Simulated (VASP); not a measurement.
# HfN (e600) (Fm-3m) in VASP: notebook

HfN (e600) is run at these levels: PBE; tasks: single point, relaxation of cell and atoms.

Program: VASP 6.6.1. These are calculated values, not measurements. Logs are shortened: lines on timing, memory, paths and dates and some standing lists are left out, and cuts for length are marked.

## Step 1: The cell of the first run

Symmetry: Fm-3m, No. 225, cubic system. The conventional cell has a = 4.547 Å, b = 4.547 Å, c = 4.547 Å, α = 90.00°, β = 90.00°, γ = 90.00°. Within 3.0 Å of Hf (site symmetry m-3m) lie 6 N at 2.27 Å. Within 3.0 Å of N (site symmetry m-3m) lie 6 Hf at 2.27 Å.

## Step 2: Single point, PBE

Input file INCAR:

```
SYSTEM = HfN
PREC = Accurate
ENCUT = 600
EDIFF = 1E-6
ISMEAR = 0
SIGMA = 0.1
LREAL = .False.
LASPH = .True.
NELM = 120
ALGO = Normal
ISIF = 2
LWAVE = .False.
LCHARG = .False.
GGA = PE
NBANDS = 14
GGA_COMPAT = .False.
```

Input file KPOINTS:

```
Automatic mesh
0
Gamma
  16 16 16
  0 0 0
```

Input file POSCAR:

```
HfN
1.0
    0.0000000000      2.2737163194      2.2737163194
    2.2737163194      0.0000000000      2.2737163194
    2.2737163194      2.2737163194      0.0000000000
Hf N
1 1
Direct
    0.0000000000      0.0000000000      0.0000000000
    0.5000000000      0.5000000000      0.5000000000
```

Potentials or basis: VASP PAW PBE potentials, release 64 (Hf_pv, N).

Command:

```sh
cat potpaw_PBE.64/Hf_pv/POTCAR potpaw_PBE.64/N/POTCAR > POTCAR
mpirun -np 1 vasp_std > vasp.out
```

OUTCAR:

```text
SYSTEM = HfN
   PREC = Accurate
   ENCUT = 600
   EDIFF = 1E-6
   ISMEAR = 0
   LREAL = .False.
   LASPH = .True.
   NELM = 120
   ISIF = 2
   GGA = PE

 ion  position               nearest neighbor table
   1  0.000  0.000  0.000-   2 2.27   2 2.27   2 2.27   2 2.27   2 2.27   2 2.27
   2  0.500  0.500  0.500-   1 2.27   1 2.27   1 2.27   1 2.27   1 2.27   1 2.27

  LATTYP: Found a face centered cubic cell.
 ALAT       =     4.5474326388

  Lattice vectors:

 A1 = (   0.0000000000,   2.2737163194,   2.2737163194)
 A2 = (   2.2737163194,   0.0000000000,   2.2737163194)
 A3 = (   2.2737163194,   2.2737163194,   0.0000000000)

Analysis of symmetry for initial positions (statically):
=====================================================================
 Subroutine PRICEL returns:
 Original cell was already a primitive cell.

 Routine SETGRP: Setting up the symmetry group for a
 face centered cubic supercell.

 Subroutine GETGRP returns: Found 48 space group operations
 (whereof 48 operations were pure point group operations)
 out of a pool of 48 trial point group operations.

The static configuration has the point symmetry O_h .

Analysis of symmetry for dynamics (positions and initial velocities):
=====================================================================
 Subroutine PRICEL returns:
 Original cell was already a primitive cell.

 Routine SETGRP: Setting up the symmetry group for a
 face centered cubic supercell.

 Subroutine GETGRP returns: Found 48 space group operations
 (whereof 48 operations were pure point group operations)
 out of a pool of 48 trial point group operations.

The dynamic configuration has the point symmetry O_h .

 Subroutine INISYM returns: Found 48 space group operations
 (whereof 48 operations are pure point group operations),
 and found     1 'primitive' translations

----------------------------------------------------------------------------------------

                                     Primitive cell

  volume of cell :      23.5093

  direct lattice vectors                    reciprocal lattice vectors
     0.000000000  2.273716319  2.273716319    -0.219904302  0.219904302  0.219904302
     2.273716319  0.000000000  2.273716319     0.219904302 -0.219904302  0.219904302
     2.273716319  2.273716319  0.000000000     0.219904302  0.219904302 -0.219904302

  length of vectors
     3.215520456  3.215520456  3.215520456     0.380885424  0.380885424  0.380885424

  position of ions in fractional coordinates (direct lattice)
     0.000000000  0.000000000  0.000000000
     0.500000000  0.500000000  0.500000000

  ion indices of the primitive-cell ions
   primitive index   ion index
                 1           1
                 2           2

----------------------------------------------------------------------------------------

 KPOINTS: Automatic mesh

Automatic generation of k-mesh.
 Grid dimensions read from file:
 generate k-points for:   16   16   16

 Generating k-lattice:

  Cartesian coordinates                     Fractional coordinates (reciprocal lattice)
    -0.013744019  0.013744019  0.013744019     0.062500000  0.000000000  0.000000000
     0.013744019 -0.013744019  0.013744019     0.000000000  0.062500000  0.000000000
     0.013744019  0.013744019 -0.013744019     0.000000000  0.000000000  0.062500000

  Length of vectors
     0.023805339  0.023805339  0.023805339

  Shift w.r.t. Gamma in fractional coordinates (k-lattice)
     0.000000000  0.000000000  0.000000000

 Subroutine IBZKPT returns following result:
 ===========================================

 Found    145 irreducible k-points:

 Following reciprocal coordinates:
            Coordinates               Weight
  0.000000  0.000000  0.000000      1.000000
  0.062500  0.000000  0.000000      8.000000
  0.125000  0.000000  0.000000      8.000000
  0.187500  0.000000  0.000000      8.000000
  0.250000  0.000000  0.000000      8.000000
  0.312500  0.000000  0.000000      8.000000
[... 16 lines left out ...]
 -0.125000  0.062500  0.000000     24.000000
 -0.062500  0.062500  0.000000     12.000000
 [... further k-points ...]
   k-points           NKPTS =    145   k-points in BZ     NKDIM =    145   number of bands    NBANDS=     14
   number of dos      NEDOS =    301   number of ions     NIONS =      2
   total plane-waves  NPLWV =  21952
   dimension x,y,z NGX =    28 NGY =   28 NGZ =   28
   dimension x,y,z NGXF=    56 NGYF=   56 NGZF=   56
   ions per type =               1   1
   NGX,Y,Z   is equivalent  to a cutoff of  14.48, 14.48, 14.48 a.u.
   NGXF,Y,Z  is equivalent  to a cutoff of  28.95, 28.95, 28.95 a.u.
 SYSTEM =  HfN
   PREC   = accura    normal or accurate (medium, high low for compatibility)
   ISTART =      0    job   : 0-new  1-cont  2-samecut
   ICHARG =      2    charge: 1-file 2-atom 10-const
   ISPIN  =      1    spin polarized calculation?
   LNONCOLLINEAR =      F non collinear calculations
   LSORBIT =      F    spin-orbit coupling
   LASPH  =      T    aspherical Exc in radial PAW
   ENCUT  =  600.0 eV  44.10 Ry    6.64 a.u.   6.42  6.42  6.42*2*pi/ulx,y,z
   NELM   =    120;   NELMIN=  2; NELMDL= -5     # of ELM steps
   EDIFF  = 0.1E-05   stopping-criterion for ELM
   LREAL  =      F    real-space projection
   EDIFFG = 0.1E-04   stopping-criterion for IOM
   NSW    =      0    number of steps for IOM
   IBRION =     -1    ionic relax: 0-MD 1-quasi-New 2-CG
   NFREE  =      0    steps in history (QN), initial steepest desc. (CG)
   ISIF   =      2    stress and relaxation
   ISYM   =      2    0-nonsym 1-usesym 2-fastsym
   POTIM  = 0.5000    time-step for ionic-motion
   TEBEG  =    0.0;   TEEND  =   0.0 temperature during run
   PSTRESS=    0.0 pullay stress
   NELECT =      15.0000    total number of electrons
   NUPDOWN=      -1.0000    fix difference up-down
   EMIN   =  10.00;   EMAX   =-10.00  energy-range for DOS
   EFERMI =   0.00;   METHOD = LEGACY
   ISMEAR =     0;   SIGMA  =   0.10  broadening in eV -4-tet -1-fermi 0-gaus
   EFERMI_NEDOS =   21; number of points for ismear=-14 and -15
   IALGO  =     38    algorithm
   IMIX   =      4    mixing-type and parameters
     AMIX     =   0.40;   BMIX     =  1.00
     AMIX_MAG =   1.60;   BMIX_MAG =  1.00
  volume/ion in A,a.u.               =      11.75        79.32
  Fermi-wavevector in a.u.,A,eV,Ry     =   1.409372  2.663327 27.025653  1.986329
  Thomas-Fermi vector in A             =   2.531435
   LORBIT       =      0    0 simple, 1 ext, 2 COOP (PROOUT), +10 PAW based schemes
   GGA     = PE    functional components
   LHFCALC =     F    Hartree Fock is set to
   AEXX    =    0.0000 exact exchange contribution
   IVDW    =     0    specifies the selected vdW correction
   LEPSILON=     F    determine dielectric tensor
   LRPA    =     F    only Hartree local field effects (RPA)
 non-spin polarized calculation
 Gauss-broadening in eV      SIGMA  =   0.10
  energy-cutoff  :      600.00
  volume of cell :       23.51
 maximum number of plane-waves:       817
 NGX is ok and might be reduce to    28
   NGX = 13   NGY = 13   NGZ = 13

 number of electron      15.0000000 magnetization

 Free energy of the ion-electron system (eV)
  ---------------------------------------------------
  ext. energy  EPLUGINS =         0.00000000
  ---------------------------------------------------
  free energy    TOTEN  =       -21.76078733 eV

  energy without entropy =      -21.75782626  energy(sigma->0) =      -21.75930680

 E-fermi :   8.2123     XC(G=0): -12.6304

 val. band max:        8.2116395064   @ k =  -0.1250   0.0625   0.0000
 cond. band min:       8.2155715682   @ k =   0.3750   0.1250   0.0000
 fundamental gap:      0.0039320619
 Fermi energy:         8.2122993596

 k-point     1 :       0.0000    0.0000    0.0000
  band No.  band energies     occupation
      1     -23.0180      2.00000
      2     -23.0180      2.00000
      3     -23.0180      2.00000
      4      -9.1830      2.00000
      5       5.2077      2.00000
      6       5.2077      2.00000
      7       5.2077      2.00000
      8       7.8756      2.00000
      9       7.8756      2.00000
     10       7.8756      2.00000
     11       9.8245      0.00000
     12      10.1332      0.00000
     13      10.1332      0.00000
     14      17.7293      0.00000

 k-point     2 :       0.0625    0.0000    0.0000
  band No.  band energies     occupation
      1     -23.0551      2.00000
      2     -23.0211      2.00000
      3     -23.0211      2.00000
      4      -9.0965      2.00000
      5       4.8040      2.00000
      6       4.9795      2.00000
      7       4.9795      2.00000
      8       7.9828      1.99883
      9       8.0071      1.99629
     10       8.0071      1.99629
     11      10.1204      0.00000
     12      10.4291      0.00000
     13      10.4291      0.00000
     14      18.0295      0.00000

 k-point     3 :       0.1250    0.0000    0.0000
  band No.  band energies     occupation
      1     -23.1592      2.00000
      2     -23.0300      2.00000
      3     -23.0300      2.00000
      4      -8.8475      2.00000
      5       3.9023      2.00000
      6       4.4487      2.00000
      7       4.4487      2.00000
      8       8.1649      1.49710
      9       8.3536      0.04570
     10       8.3536      0.04570
     11      10.8686      0.00000
     12      11.2009      0.00000
     13      11.2009      0.00000
     14      18.8628      0.00000
[... 324 lines left out ...]
 k-point    23 :      -0.1250    0.0625    0.0000
  band No.  band energies     occupation
      1     -23.2197      2.00000
      2     -23.0619      2.00000
      3     -23.0254      2.00000
      4      -8.6703      2.00000
      5       3.3179      2.00000
      6       3.9932      2.00000
      7       4.4169      2.00000
      8       8.2116      1.00745
      9       8.3294      0.09768
     10       9.0267      0.00000
     11      10.5999      0.00000
     12      11.8490      0.00000
     13      12.1357      0.00000
     14      19.4484      0.00000

 k-point    24 :      -0.0625    0.0625    0.0000
  band No.  band energies     occupation
      1     -23.1066      2.00000
      2     -23.0404      2.00000
      3     -23.0198      2.00000
      4      -8.9577      2.00000
      5       4.2009      2.00000
      6       4.5642      2.00000
      7       4.8671      2.00000
      8       8.0335      1.98853
      9       8.0460      1.98132
     10       8.4703      0.00026
     11      10.1546      0.00000
     12      10.9321      0.00000
     13      11.1391      0.00000
     14      18.5055      0.00000

 [... further k-points ...]

------------------------ aborting loop because EDIFF is reached ----------------------------------------

  FORCE on cell =-STRESS in cart. coord.  units (eV):
  Direction    XX          YY          ZZ          XY          YZ          ZX
  --------------------------------------------------------------------------------------
  -------------------------------------------------------------------------------------
  Total       -0.3504957     -0.3504957     -0.3504957     -0.0000000     -0.0000000      0.0000000
  in kB      -23.8866046    -23.8866046    -23.8866046     -0.0000000     -0.0000000      0.0000000
  external PRESSURE =     -23.8866046 kB  Pullay stress =       0.0000000 kB

 VOLUME and BASIS-vectors are now :
 -----------------------------------------------------------------------------
  energy-cutoff  :      600.00
  volume of cell :       23.51
      direct lattice vectors                 reciprocal lattice vectors
     0.000000000  2.273716319  2.273716319    -0.219904302  0.219904302  0.219904302
     2.273716319  0.000000000  2.273716319     0.219904302 -0.219904302  0.219904302
     2.273716319  2.273716319  0.000000000     0.219904302  0.219904302 -0.219904302

 POSITION                                       TOTAL-FORCE (eV/Angst)
 -----------------------------------------------------------------------------------
      0.00000      0.00000      0.00000         0.000000      0.000000      0.000000
      2.27372      2.27372      2.27372        -0.000000     -0.000000     -0.000000
 -----------------------------------------------------------------------------------
    total drift:                                0.000000      0.000000      0.000000

  FREE ENERGIE OF THE ION-ELECTRON SYSTEM (eV)
  ---------------------------------------------------
  free  energy   TOTEN  =       -21.7607873343 eV

  energy  without entropy=      -21.7578262649  energy(sigma->0) =      -21.75930680
```

Wall time 71 s (1 thread of Intel Xeon 6975P-C, shared host); peak memory 0.21 GiB.

Results:

* Free energy: -21.7608 eV
* Pressure: -2.4 GPa

Caveat: spin-orbit coupling is left out, which moves the levels of the heavy elements.

(Continued in part 2 of 2.)
